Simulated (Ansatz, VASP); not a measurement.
# Two plane-wave programs on Bi

Contents of INCAR:

```
SYSTEM = Bi
PREC = Accurate
ENCUT = 520
EDIFF = 1E-6
ISMEAR = -1
SIGMA = 0.05
LREAL = .FALSE.
LASPH = .TRUE.
NELM = 80
ALGO = Fast
ISIF = 2
LWAVE = .FALSE.
LCHARG = .FALSE.
GGA = PE
NBANDS = 38
```

File KPOINTS:

```
Automatic mesh
0
G
  6 6 4
  0 0 0
```

POSCAR

```
Bi
1.0
    4.6584121839      0.0000000000      0.0000000000
    0.0000000000      4.5263885800      0.0000000000
   -0.3459734563      0.0000000000      6.5119480672
Bi
4
Direct
    0.2513749200      0.2500000000      0.7487333800
    0.7486250800      0.7500000000      0.2512666200
    0.2498876900      0.2500000000      0.2488803300
    0.7501123100      0.7500000000      0.7511196700
```

File input.yaml:

```yaml
crystal:
  lattice:
    - [4.6584121839, 0.0, 0.0]
    - [0.0, 4.52638858, 0.0]
    - [-0.3459734563, 0.0, 6.5119480672]
  atoms:
    - { symbol: Bi, position: [0.25137492, 0.25, 0.74873338] }
    - { symbol: Bi, position: [0.74862508, 0.75, 0.25126662] }
    - { symbol: Bi, position: [0.24988769, 0.25, 0.24888033] }
    - { symbol: Bi, position: [0.75011231, 0.75, 0.75111967] }
hamiltonian:
  xc: pbe
  pseudopotentials: { kind: paw }
kpoints:
  mp_grid: { grid: [6, 6, 4] }
scf:
  occupations: { method: fermi_dirac, width: 0.05 }
output:
  forces: true
  stress: true
  eigenvalues: true
```

Alike in both runs: task single point; functional PBE; k mesh 6 × 6 × 4; occupations fermi-dirac, width 0.05 eV; no spin polarisation.

|  | VASP | Ansatz |
| --- | --- | --- |
| version | VASP 6.6.1 | Ansatz 0.2.0 |
| potentials or method | VASP PAW PBE potentials, release 64 (Bi_d) | Ansatz PAW |
| plane-wave cutoff (eV) | 520 | 420 |
| valence electrons in the cell | 60 | 60 |

|  | VASP | Ansatz | Ansatz less VASP |
| --- | --- | --- | --- |
| gap on the k mesh at the Fermi level (eV) | none | none | - |
| pressure (GPa) | 1.1 | 1.1 | +0.06 |
| traceless stress, the component that is largest in VASP (GPa) | 0.86 | 0.86 | +0.001 |

A gap of «none» marks a metal or a gap that the smearing closes.

Neither program's run includes spin-orbit coupling.
